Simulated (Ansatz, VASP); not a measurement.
# One calculation of GaSb, two programs

```
Ga Sb
1.0
     0.00000    3.12720    3.01306
     3.12720    0.00000    3.01306
     3.12720    3.12720    0.00000
Ga Sb
1 1
Direct
  0.00000 0.00000 0.00000
  0.25000 0.25000 0.25000
```

Change from the starting cell: epitaxial_xy strain +2.0%.

Alike in both runs: task single point; functional r2SCAN; k mesh 8 × 8 × 8; occupations fermi-dirac, width 0.02 eV; no spin polarisation.

|  | VASP | Ansatz |
| --- | --- | --- |
| version | VASP 6.6.1 | Ansatz 0.2.0 |
| potentials or method | VASP PAW PBE potentials, release 64 (Ga_d, Sb) | plane waves, PAW |
| plane-wave cutoff (eV) | 520 | 500 |
| valence electrons in the cell | 18 | 28 |

VASP gave:

```
pressure (GPa)                                                : -1.1
traceless stress, the component that is largest in VASP (GPa) : 1.12
```

Question: Which values does Ansatz return?

Answer: Pressure (GPa): -1.1; traceless stress, the component that is largest in VASP (GPa): 1.14.

VASP's potentials were made for PBE, not for r2SCAN. VASP's potentials hold 18 valence electrons a cell and Ansatz's 28, so a difference there can come from the potentials and not from the codes.

Neither program's run includes spin-orbit coupling.
